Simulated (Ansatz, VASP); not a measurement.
## CdHg5Te6 in VASP and in Ansatz

INCAR

```
SYSTEM = CdHg5Te6
PREC = Accurate ; ENCUT = 520
EDIFF = 1E-7 ; ISMEAR = 0
SIGMA = 0.1 ; LREAL = .False.
LASPH = .True. ; NELM = 60
ALGO = Normal ; ISIF = 2
LWAVE = .False. ; LCHARG = .False.
GGA = PE ; NBANDS = 66
```

File KPOINTS:

```
regular mesh
0
Gamma
  4 4 4
  0 0 0
```

File POSCAR:

```
CdHg5Te6
1.0
    3.1260564300     -9.3781692900      0.0000000000
    3.1260564300      9.3781692900      0.0000000000
    0.0000000000      0.0000000000      6.2521128600
Cd Hg Te
1 5 6
Direct
    0.0000000000      0.0000000000      0.0000000000
    0.1666666700      0.8333333300      0.5000000000
    0.3333333300      0.6666666700      0.0000000000
    0.5000000000      0.5000000000      0.5000000000
    0.6666666700      0.3333333300      0.0000000000
    0.8333333300      0.1666666700      0.5000000000
    0.6666666700      0.3333333300      0.5000000000
    0.8333333300      0.1666666700      0.0000000000
    0.0000000000      0.0000000000      0.5000000000
    0.1666666700      0.8333333300      0.0000000000
    0.3333333300      0.6666666700      0.5000000000
    0.5000000000      0.5000000000      0.0000000000
```

Input for Ansatz:

```yaml
crystal:
  lattice:
    - [3.12605643, -9.37816929, 0.0]
    - [3.12605643, 9.37816929, 0.0]
    - [0.0, 0.0, 6.25211286]
  atoms:
    - { symbol: Cd, position: [0.0, 0.0, 0.0] }
    - { symbol: Hg, position: [0.16666667, 0.83333333, 0.5] }
    - { symbol: Hg, position: [0.33333333, 0.66666667, 0.0] }
    - { symbol: Hg, position: [0.5, 0.5, 0.5] }
    - { symbol: Hg, position: [0.66666667, 0.33333333, 0.0] }
    - { symbol: Hg, position: [0.83333333, 0.16666667, 0.5] }
    - { symbol: Te, position: [0.66666667, 0.33333333, 0.5] }
    - { symbol: Te, position: [0.83333333, 0.16666667, 0.0] }
    - { symbol: Te, position: [0.0, 0.0, 0.5] }
    - { symbol: Te, position: [0.16666667, 0.83333333, 0.0] }
    - { symbol: Te, position: [0.33333333, 0.66666667, 0.5] }
    - { symbol: Te, position: [0.5, 0.5, 0.0] }
basis:
  ecutwfc: 420
kpoints:
  mp_grid: { grid: [4, 4, 4] }
hamiltonian:
  xc: pbe
scf:
  occupations: { method: gaussian, width: 0.1 }
  lower_state_search: "off"
output:
  forces: true
  stress: true
  eigenvalues: true
```

Alike in both runs: task single point; functional PBE; k mesh 4 × 4 × 4; occupations gaussian, width 0.1 eV; no spin polarisation.

|  | VASP | Ansatz |
| --- | --- | --- |
| version | VASP 6.6.1 | Ansatz 0.2.0 |
| potentials or method | VASP PAW PBE potentials, release 64 (Cd, Hg, Te), cutoff 520 eV | scalar-relativistic, plane waves, PAW |
| valence electrons in the cell | 108 | 216 |

```csv
,VASP,Ansatz,Ansatz less VASP
gap on the k mesh at the Fermi level (eV),none,none,-
pressure (GPa),-2.0,-2.1,-0.09
"traceless stress, the component that is largest in VASP (GPa)",0.41,0.41,+0.005
rms of the force components (eV/Å),0.044,0.044,-0.0003
```

Atom by atom the forces differ by 0.000 eV/Å (rms over components). A gap of «none» marks a metal or a gap that the smearing closes. VASP's potentials hold 108 valence electrons a cell and Ansatz's 216, so a difference there can come from the potentials and not from the codes.

Spin-orbit coupling is off throughout.
